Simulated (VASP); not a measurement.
Set up this calculation in VASP 6.6.1, as the native input.

```
Task                   : single point
Functional             : r2SCAN
Potentials or basis    : VASP PAW PBE potentials, release 64 (Al, Cu)
Cutoff                 : 520 eV
k mesh                 : 6 × 6 × 1
Occupations            : methfessel-paxton, width 0.1 eV
Spin                   : no spin polarisation
Dipole correction      : yes
Further INCAR settings : LREAL = Auto; ALGO = Normal; EDIFF = 1e-06; NBANDS = 40
```

Al14Cu, a slab with vacuum:

```xyz
15
Lattice="4.2330 2.4439 0.0000 -4.2330 2.4439 0.0000 0.0000 0.0000 21.2167" Properties=species:S:1:pos:R:3 pbc="T T T"
Al   -0.0053   -0.0031    5.9630
Al   -1.4057    2.4409    5.9630
Al    1.4110    2.4501    5.9630
Al   -2.8220    3.2586    8.3311
Al    0.0000    3.2586    8.3222
Al   -1.4110    0.8146    8.3222
Al   -1.4097    4.0740   10.6286
Al   -2.8220    1.6278   10.6286
Al   -0.0013    1.6301   10.6286
Al    0.0061    0.0035   12.9554
Al   -1.4171    2.4475   12.9554
Al    1.4110    2.4369   12.9554
Al    0.0000    3.2586   15.2639
Al   -1.4110    0.8146   15.2639
Cu   -2.8220    3.2586   14.9804
```

One way to write it, as run:

POSCAR

```
Al14Cu
1.0
    4.2330229732      2.4439369531      0.0000000000
   -4.2330229732      2.4439369531      0.0000000000
    0.0000000000      0.0000000000     21.2166710154
Al Cu
14 1
Direct
   -0.0012524316      0.0000000000      0.2810543377
    0.3333333333      0.6654142350      0.2810543377
    0.6679190983      0.3345857650      0.2810543377
    0.3333333333      1.0000000000      0.3926698162
    0.6666666667      0.6666666667      0.3922462690
    0.0000000000      0.3333333333      0.3922462690
    0.6669799978      1.0000000000      0.5009544778
   -0.0003133311      0.6663533356      0.5009544778
    0.3333333333      0.3336466644      0.5009544778
    0.0014414880      0.0000000000      0.6106246124
    0.3333333333      0.6681081547      0.6106246124
    0.6652251787      0.3318918453      0.6106246124
    0.6666666667      0.6666666667      0.7194285522
    0.0000000000      0.3333333333      0.7194285522
    0.3333333333      1.0000000000      0.7060662203
```

INCAR.step1

```
SYSTEM = Al14Cu
PREC = Accurate ; ENCUT = 520
ISMEAR = 1 ; SIGMA = 0.1
LREAL = Auto ; LASPH = .TRUE.
NELM = 100 ; LDIPOL = .TRUE.
IDIPOL = 3 ; DIPOL = 0.5 0.5 0.500
NBANDS = 40 ; GGA = PE
ALGO = Normal ; EDIFF = 1E-4
LWAVE = .TRUE. ; LCHARG = .FALSE.
```

INCAR.step2

```
SYSTEM = Al14Cu
PREC = Accurate ; ENCUT = 520
EDIFF = 1E-6 ; ISMEAR = 1
SIGMA = 0.1 ; LREAL = Auto
LASPH = .TRUE. ; NELM = 100
ALGO = Normal ; ISIF = 2
LWAVE = .FALSE. ; LCHARG = .FALSE.
LDIPOL = .TRUE. ; IDIPOL = 3
DIPOL = 0.5 0.5 0.500 ; METAGGA = R2SCAN
LMIXTAU = .TRUE. ; NBANDS = 40
ISTART = 1
```

KPOINTS

```
Automatic mesh
0
G
  6 6 1
  0 0 0
```

Potentials or basis: VASP PAW PBE potentials, release 64 (Al, Cu).

Command:

```sh
$ cat potpaw_PBE.64/Al/POTCAR potpaw_PBE.64/Cu/POTCAR > POTCAR
$ cp INCAR.step1 INCAR
$ mpirun -np 1 vasp_std > vasp.out
$ cp INCAR.step2 INCAR
$ mpirun -np 1 vasp_std > vasp.out
```

Results of the run:

| Quantity | Value |
| --- | --- |
| Largest force | 0.044 eV/Å |
| Band gap on the k mesh | zero (an odd number of electrons rules out a gap without spin polarisation) |

Caveat: the PAW data sets were made with another functional, which shifts forces and pressure a little.

Wall time 7 min on 1 thread of Intel(R) Xeon(R) 6975P-C (Granite Rapids), on a shared host, peak memory 0.55 GiB.
